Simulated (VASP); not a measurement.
# Sb (R-3m) in VASP: notebook

Runs on Sb. Level: PBE. Tasks: single point.

Program: VASP 6.6.1. These are calculated values, not measurements. Logs are shortened: lines on timing, memory, paths and dates and some standing lists are left out, and cuts for length are marked.

### 1 The cell of the first run

Symmetry: R-3m, No. 166, trigonal system. Conventional cell: a = 4.376 Å, b = 4.376 Å, c = 11.530 Å, α = 90.00°, β = 90.00°, γ = 120.00°. Sb (site symmetry 3m) has 6 Sb at 2.95 to 3.43 Å within 3.9 Å.

### 2 Single point, PBE

File INCAR:

```
PREC = Accurate
ENCUT = 520
EDIFF = 1E-7
ISMEAR = 1
SIGMA = 0.1
LREAL = F
LASPH = T
NELM = 80
ALGO = Normal
ISIF = 2
LWAVE = F
LCHARG = F
GGA = PE
NBANDS = 12
```

File KPOINTS:

```
regular mesh
0
Gamma
  9 9 9
```

File POSCAR:

```
Sb
1.0
    2.1879029667      1.2631863668      3.8431731385
   -2.1879029667      1.2631863668      3.8431731385
    0.0000000000     -2.5263727336      3.8431731385
Sb
2
Direct
    0.2326795448      0.2326795448      0.2326795448
    0.7673204552      0.7673204552      0.7673204552
```

Potentials or basis: VASP PAW PBE potentials, release 64 (Sb).

Launch:

```
cat potpaw_PBE.64/Sb/POTCAR > POTCAR
mpirun -np 1 vasp_std > vasp.out
```

OUTCAR:

```text
PREC = Accurate
   ENCUT = 520
   EDIFF = 1E-7
   ISMEAR = 1
   LREAL = F
   LASPH = T
   NELM = 80
   ISIF = 2
   GGA = PE

 ion  position               nearest neighbor table
   1  0.233  0.233  0.233-   2 2.95   2 2.95   2 2.95   2 3.43   2 3.43   2 3.43
   2  0.767  0.767  0.767-   1 2.95   1 2.95   1 2.95   1 3.43   1 3.43   1 3.43

  LATTYP: Found a trigonal (rhomboedric) cell.
 ALAT       =     4.5991889460
 COS(alpha) =     0.5473905614

  Lattice vectors:

 A1 = (   2.1879029667,   1.2631863668,   3.8431731385)
 A2 = (  -2.1879029667,   1.2631863668,   3.8431731385)
 A3 = (   0.0000000000,  -2.5263727336,   3.8431731385)

Analysis of symmetry for initial positions (statically):
=====================================================================
 Subroutine PRICEL returns:
 Original cell was already a primitive cell.

 Routine SETGRP: Setting up the symmetry group for a
 trigonal (rhombohedral) supercell.

 Subroutine GETGRP returns: Found 12 space group operations
 (whereof 12 operations were pure point group operations)
 out of a pool of 12 trial point group operations.

The static configuration has the point symmetry D_3d.

Analysis of symmetry for dynamics (positions and initial velocities):
=====================================================================
 Subroutine PRICEL returns:
 Original cell was already a primitive cell.

 Routine SETGRP: Setting up the symmetry group for a
 trigonal (rhombohedral) supercell.

 Subroutine GETGRP returns: Found 12 space group operations
 (whereof 12 operations were pure point group operations)
 out of a pool of 12 trial point group operations.

The dynamic configuration has the point symmetry D_3d.

 Subroutine INISYM returns: Found 12 space group operations
 (whereof 12 operations are pure point group operations),
 and found     1 'primitive' translations

----------------------------------------------------------------------------------------

                                     Primitive cell

  volume of cell :      63.7289

  direct lattice vectors                    reciprocal lattice vectors
     2.187902967  1.263186367  3.843173139     0.228529330  0.131941470  0.086733884
    -2.187902967  1.263186367  3.843173139    -0.228529330  0.131941470  0.086733884
     0.000000000 -2.526372734  3.843173139     0.000000000 -0.263882941  0.086733884

  length of vectors
     4.599188946  4.599188946  4.599188946     0.277771440  0.277771440  0.277771440
[... 84 lines left out ...]
   NSW    =      0    number of steps for IOM
   IBRION =     -1    ionic relax: 0-MD 1-quasi-New 2-CG
   NFREE  =      0    steps in history (QN), initial steepest desc. (CG)
   ISIF   =      2    stress and relaxation
   ISYM   =      2    0-nonsym 1-usesym 2-fastsym
   POTIM  = 0.5000    time-step for ionic-motion
   TEBEG  =    0.0;   TEEND  =   0.0 temperature during run
   PSTRESS=    0.0 pullay stress
   NELECT =      10.0000    total number of electrons
   NUPDOWN=      -1.0000    fix difference up-down
   EMIN   =  10.00;   EMAX   =-10.00  energy-range for DOS
   EFERMI =   0.00;   METHOD = LEGACY
   ISMEAR =     1;   SIGMA  =   0.10  broadening in eV -4-tet -1-fermi 0-gaus
   EFERMI_NEDOS =   21; number of points for ismear=-14 and -15
   IALGO  =     38    algorithm
   IMIX   =      4    mixing-type and parameters
     AMIX     =   0.40;   BMIX     =  1.00
     AMIX_MAG =   1.60;   BMIX_MAG =  1.00
  volume/ion in A,a.u.               =      31.86       215.03
  Fermi-wavevector in a.u.,A,eV,Ry     =   0.883004  1.668635 10.608406  0.779696
  Thomas-Fermi vector in A             =   2.003712
   LORBIT       =      0    0 simple, 1 ext, 2 COOP (PROOUT), +10 PAW based schemes
   GGA     = PE    functional components
   LHFCALC =     F    Hartree Fock is set to
   AEXX    =    0.0000 exact exchange contribution
   IVDW    =     0    specifies the selected vdW correction
   LEPSILON=     F    determine dielectric tensor
   LRPA    =     F    only Hartree local field effects (RPA)
 non-spin polarized calculation
 Methfessel and Paxton  Order N= 1 SIGMA  =   0.10
  energy-cutoff  :      520.00
  volume of cell :       63.73
 maximum number of plane-waves:      1737
 NGX is ok and might be reduce to    36
   NGX = 17   NGY = 17   NGZ = 17

 number of electron      10.0000000 magnetization

 Free energy of the ion-electron system (eV)
  ---------------------------------------------------
  ext. energy  EPLUGINS =         0.00000000
  ---------------------------------------------------
  free energy    TOTEN  =        -8.28133676 eV

  energy without entropy =       -8.28161871  energy(sigma->0) =       -8.28143075

 E-fermi :   6.5547     XC(G=0):  -9.2973

 val. band max:        6.4856342807   @ k =   0.3333   0.2222   0.2222
 cond. band min:       6.6528786226   @ k =   0.4444   0.0000  -0.0000
 fundamental gap:      0.1672443419
 Fermi energy:         6.5546639298

 k-point     1 :       0.0000    0.0000    0.0000
  band No.  band energies     occupation
      1      -5.7032      2.00000
      2       1.5686      2.00000
      3       4.6849      2.00000
      4       4.9352      2.00000
      5       4.9352      2.00000
      6       8.5886      0.00000
      7       9.2149      0.00000
      8       9.2149      0.00000
      9      11.8087      0.00000
     10      11.8087      0.00000
     11      11.9457      0.00000
     12      13.3427      0.00000
[... 331 lines left out ...]
 k-point    24 :       0.4444    0.4444   -0.0000
  band No.  band energies     occupation
      1      -3.6522      2.00000
      2      -1.2389      2.00000
      3       1.6832      2.00000
      4       3.1841      2.00000
      5       3.2398      2.00000
      6       8.3108     -0.00000
      7      11.2088      0.00000
      8      11.8719      0.00000
      9      12.6585      0.00000
     10      15.0599      0.00000
     11      16.0329      0.00000
     12      17.1809      0.00000

 [... further k-points ...]
[... 5 lines left out ...]
  --------------------------------------------------------------------------------------
  -------------------------------------------------------------------------------------
  Total        0.0405680      0.0405680      0.0017798     -0.0000000      0.0000000      0.0000000
  in kB        1.0198986      1.0198986      0.0447445     -0.0000000      0.0000000      0.0000000
  external PRESSURE =       0.6948472 kB  Pullay stress =       0.0000000 kB

 VOLUME and BASIS-vectors are now :
 -----------------------------------------------------------------------------
  energy-cutoff  :      520.00
  volume of cell :       63.73
      direct lattice vectors                 reciprocal lattice vectors
     2.187902967  1.263186367  3.843173139     0.228529330  0.131941470  0.086733884
    -2.187902967  1.263186367  3.843173139    -0.228529330  0.131941470  0.086733884
     0.000000000 -2.526372734  3.843173139     0.000000000 -0.263882941  0.086733884

 POSITION                                       TOTAL-FORCE (eV/Angst)
 -----------------------------------------------------------------------------------
      0.00000      0.00000      2.68268         0.000000     -0.000000      0.027088
      0.00000      0.00000      8.84684         0.000000      0.000000     -0.027088
 -----------------------------------------------------------------------------------
    total drift:                               -0.000000     -0.000000     -0.000000

  FREE ENERGIE OF THE ION-ELECTRON SYSTEM (eV)
  ---------------------------------------------------
  free  energy   TOTEN  =        -8.2813367631 eV

  energy  without entropy=       -8.2816187150  energy(sigma->0) =       -8.28143075
```

OSZICAR:

```text
N       E                     dE             d eps       ncg     rms          rms(c)
DAV:   1     0.342754214095E+02    0.34275E+02   -0.35707E+03  2040   0.654E+02
DAV:   2    -0.629249436833E+01   -0.40568E+02   -0.39031E+02  2692   0.105E+02
DAV:   3    -0.826364304400E+01   -0.19711E+01   -0.19588E+01  2492   0.258E+01
DAV:   4    -0.828136472356E+01   -0.17722E-01   -0.17720E-01  2340   0.298E+00
DAV:   5    -0.828159791661E+01   -0.23319E-03   -0.23319E-03  2556   0.370E-01    0.280E+00
DAV:   6    -0.828130269260E+01    0.29522E-03   -0.24649E-03  2368   0.333E-01    0.169E+00
DAV:   7    -0.828117875223E+01    0.12394E-03   -0.59603E-03  2392   0.508E-01    0.842E-02
DAV:   8    -0.828130446133E+01   -0.12571E-03   -0.18818E-04  2488   0.823E-02    0.252E-02
DAV:   9    -0.828133602509E+01   -0.31564E-04   -0.45297E-05  2400   0.402E-02    0.479E-03
DAV:  10    -0.828133668899E+01   -0.66391E-06   -0.47690E-06  2412   0.116E-02    0.151E-03
DAV:  11    -0.828133676310E+01   -0.74107E-07   -0.44710E-07  2460   0.431E-03
   1 F= -.82813368E+01 E0= -.82814307E+01  d E =0.281952E-03
```

stdout:

```text
POSCAR found type information on POSCAR Sb
 POSCAR found :  1 types and       2 ions
 scaLAPACK will be used
 LDA part: xc-table for (Slater+PW92), standard interpolation
 POSCAR, INCAR and KPOINTS ok, starting setup
 FFT: planning ... GRIDC
 FFT: planning ... GRID_SOFT
 FFT: planning ... GRID
 WAVECAR not read
 entering main loop
```

Wall time 46 s (1 thread of Intel Xeon Platinum 8259CL at 2.50GHz (Skylake/Cascade Lake), shared host); peak memory 0.23 GiB.

What came out:

- Free energy: -8.2813 eV
- Pressure: 0.1 GPa
- Largest force: 0.027 eV/Å
- Band gap on the k mesh: 0.17 eV, indirect (least direct gap 0.50 eV)

Forces on the atoms (eV/Å):
```
Sb   0.000  0.000  0.027
Sb   0.000  0.000 -0.027
```

Caveat: spin-orbit coupling is left out, which moves the levels of the heavy elements. A k mesh can miss the band edges.

### 3 Single point, PBE

File INCAR:

```
SYSTEM = Sb
PREC     = Accurate       ! precision mode
ENCUT    = 500            ! plane-wave cutoff, eV
EDIFF    = 1E-6           ! SCF threshold, eV
ISMEAR   = -1             ! smearing method
SIGMA    = 0.1            ! smearing width, eV
LREAL    = .FALSE.        ! projectors in reciprocal space
LASPH    = .TRUE.         ! aspherical terms in the spheres
NELM     = 120            ! most SCF steps
ALGO     = Normal         ! electronic algorithm
ISIF     = 2              ! what is computed and relaxed
LWAVE    = .FALSE.        ! write WAVECAR
LCHARG   = .FALSE.        ! write CHGCAR
GGA      = PE             ! functional
NBANDS   = 12             ! bands
GGA_COMPAT= .FALSE.
```

File KPOINTS:

```
regular mesh
0
G
  5 5 5
  0 0 0
```

File POSCAR:

```
Sb
1.0
    2.1879027779      1.2631862578      3.8431664591
   -2.1879027779      1.2631862578      3.8431664591
    0.0000000000     -2.5263725156      3.8431664591
Sb
2
Direct
    0.2326797703      0.2326797703      0.2326797703
    0.7673202297      0.7673202297      0.7673202297
```

Potentials or basis: VASP PAW PBE potentials, release 64 (Sb).

Launch:

```
cat potpaw_PBE.64/Sb/POTCAR > POTCAR
mpirun -np 1 vasp_std > vasp.out
```

OUTCAR:

```text
SYSTEM = Sb
   PREC = Accurate
   ENCUT = 500
   EDIFF = 1E-6
   ISMEAR = -1
   LREAL = .FALSE.
   LASPH = .TRUE.
   NELM = 120
   ISIF = 2
   GGA = PE

 ion  position               nearest neighbor table
   1  0.233  0.233  0.233-   2 2.95   2 2.95   2 2.95   2 3.43   2 3.43   2 3.43
   2  0.767  0.767  0.767-   1 2.95   1 2.95   1 2.95   1 3.43   1 3.43   1 3.43

  LATTYP: Found a trigonal (rhomboedric) cell.
 ALAT       =     4.5991832449
 COS(alpha) =     0.5473895174

  Lattice vectors:

 A1 = (   2.1879027779,   1.2631862578,   3.8431664591)
 A2 = (  -2.1879027779,   1.2631862578,   3.8431664591)
 A3 = (   0.0000000000,  -2.5263725156,   3.8431664591)

Analysis of symmetry for initial positions (statically):
=====================================================================
 Subroutine PRICEL returns:
 Original cell was already a primitive cell.

 Routine SETGRP: Setting up the symmetry group for a
 trigonal (rhombohedral) supercell.

 Subroutine GETGRP returns: Found 12 space group operations
 (whereof 12 operations were pure point group operations)
 out of a pool of 12 trial point group operations.
[... 168 lines left out ...]
      3       4.6734      2.00000
      4       4.9358      2.00000
      5       4.9358      2.00000
      6       8.6036      0.00000
      7       9.2166      0.00000
      8       9.2166      0.00000
      9      11.8010      0.00000
     10      11.8010      0.00000
     11      11.9225      0.00000
     12      13.3407      0.00000
[... 256 lines left out ...]
 k-point    19 :      -0.4000    0.4000    0.4000
  band No.  band energies     occupation
      1      -4.0307      2.00000
      2      -1.9246      2.00000
      3       2.7771      2.00000
      4       4.5198      2.00000
      5       5.3409      2.00000
      6       8.0548      0.00000
      7       8.3168      0.00000
      8      10.4140      0.00000
      9      12.4267      0.00000
     10      13.6708      0.00000
     11      14.0138      0.00000
     12      16.3862      0.00000

------------------------ aborting loop because EDIFF is reached ----------------------------------------

  FORCE on cell =-STRESS in cart. coord.  units (eV):
  Direction    XX          YY          ZZ          XY          YZ          ZX
  --------------------------------------------------------------------------------------
  -------------------------------------------------------------------------------------
  Total        0.0256940      0.0256940     -0.1708541      0.0000000      0.0000000      0.0000000
  in kB        0.6459624      0.6459624     -4.2953655      0.0000000      0.0000000      0.0000000
  external PRESSURE =      -1.0011469 kB  Pullay stress =       0.0000000 kB

 VOLUME and BASIS-vectors are now :
 -----------------------------------------------------------------------------
  energy-cutoff  :      500.00
  volume of cell :       63.73
      direct lattice vectors                 reciprocal lattice vectors
     2.187902778  1.263186258  3.843166459     0.228529350  0.131941482  0.086734035
    -2.187902778  1.263186258  3.843166459    -0.228529350  0.131941482  0.086734035
     0.000000000 -2.526372516  3.843166459     0.000000000 -0.263882964  0.086734035

 POSITION                                       TOTAL-FORCE (eV/Angst)
 -----------------------------------------------------------------------------------
      0.00000      0.00000      2.68268         0.000000      0.000000     -0.090351
      0.00000      0.00000      8.84682         0.000000     -0.000000      0.090351
 -----------------------------------------------------------------------------------
    total drift:                               -0.000000     -0.000000      0.000000

  FREE ENERGIE OF THE ION-ELECTRON SYSTEM (eV)
  ---------------------------------------------------
  free  energy   TOTEN  =        -8.3195343793 eV

  energy  without entropy=       -8.3073300619  energy(sigma->0) =       -8.31343222
```

OSZICAR:

```text
N       E                     dE             d eps       ncg     rms          rms(c)
DAV:   1     0.355404220633E+02    0.35540E+02   -0.34604E+03   456   0.635E+02
DAV:   2    -0.642318382678E+01   -0.41964E+02   -0.40246E+02   572   0.107E+02
DAV:   3    -0.830268484040E+01   -0.18795E+01   -0.18702E+01   560   0.251E+01
DAV:   4    -0.831916507665E+01   -0.16480E-01   -0.16478E-01   532   0.288E+00
DAV:   5    -0.831938950755E+01   -0.22443E-03   -0.22443E-03   564   0.359E-01    0.278E+00
DAV:   6    -0.831947571914E+01   -0.86212E-04   -0.19828E-03   556   0.314E-01    0.166E+00
DAV:   7    -0.831937076257E+01    0.10496E-03   -0.53010E-03   528   0.488E-01    0.834E-02
DAV:   8    -0.831951592823E+01   -0.14517E-03   -0.24476E-04   596   0.962E-02    0.149E-02
DAV:   9    -0.831953246545E+01   -0.16537E-04   -0.20065E-05   536   0.278E-02    0.460E-03
DAV:  10    -0.831953389240E+01   -0.14269E-05   -0.18493E-06   568   0.750E-03    0.188E-03
DAV:  11    -0.831953437928E+01   -0.48688E-06   -0.17738E-07   320   0.245E-03
   1 F= -.83195344E+01 E0= -.83134322E+01  d E =-.122043E-01
```

stdout:

```text
POSCAR found type information on POSCAR Sb
 POSCAR found :  1 types and       2 ions
 scaLAPACK will be used
 LDA part: xc-table for (Slater+PW92), standard interpolation
 POSCAR, INCAR and KPOINTS ok, starting setup
 FFT: planning ... GRIDC
 FFT: planning ... GRID_SOFT
 FFT: planning ... GRID
 WAVECAR not read
 entering main loop
```

Run time: 16 s. Hardware: 1 thread of AMD EPYC 9R45 (Zen 5), shared host; peak memory 0.17 GiB.

Results:

| Quantity | Value |
| --- | --- |
| Free energy | -8.3195 eV |
| Pressure | -0.1 GPa |
| Largest force | 0.090 eV/Å |
| Band gap on the k mesh | 0.35 eV, indirect (least direct gap 0.57 eV) |

Forces in eV/Å, atoms in the order of the input:
```
Sb   0.000  0.000 -0.090
Sb   0.000  0.000  0.090
```

Levels at points of the mesh, in eV from the valence-band top:
```csv
k point,band 1,band 2,band 3,band 4,band 5,band 6,band 7,band 8,band 9,band 10
"(0.00, 0.00, 0.00)",-12.24,-4.98,-1.87,-1.60,-1.60,2.06,2.68,2.68,5.26,5.26
```

Caveat: spin-orbit coupling is left out, which moves the levels of the heavy elements. A k mesh can miss the band edges.
